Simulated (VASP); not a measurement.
A run of VASP 6.6.1:

File INCAR:

```
SYSTEM = Co
ALGO = Normal
EDIFF = 1E-7
EDIFFG = -0.005
ENCUT = 600
GGA = PE
IBRION = 2
ISIF = 3
ISMEAR = -1
ISPIN = 2
LASPH = .True.
LCHARG = .False.
LMAXMIX = 4
LORBIT = 11
LREAL = .False.
LWAVE = .False.
MAGMOM = 1.7 1.7 1.7
NELM = 150
NSW = 60
PREC = Accurate
PSTRESS = 670.0
SIGMA = 0.05
```

KPOINTS

```
k-points
0
Gamma
  10 10 14
  0 0 0
```

POSCAR

```
Co
1.0
    3.6802273340      0.0000000000      0.0000000000
   -1.8401136670      3.1871703629      0.0000000000
    0.0000000000      0.0000000000      2.2817409471
Co
3
Direct
    0.0000000000      0.0000000000      0.0000000000
    0.3333333333      0.6666666667      0.5000000000
    0.6666666667      0.3333333333      0.5000000000
```

Potentials or basis: VASP PAW PBE potentials, release 64 (Co).

Run with:

```console
$ cat potpaw_PBE.64/Co/POTCAR > POTCAR
$ mpirun -np 1 vasp_std > vasp.out
```

Hardware: 1 thread of Intel(R) Xeon(R) 6975P-C (Granite Rapids), with other jobs on the host.

**Question.** Estimate the wall time of this run.

**Answer.** Wall time 4.4 min on 1 thread of Intel(R) Xeon(R) 6975P-C (Granite Rapids), on a shared host, peak memory 0.24 GiB. Counts: scf iterations 67, k points 112, ion steps 5.
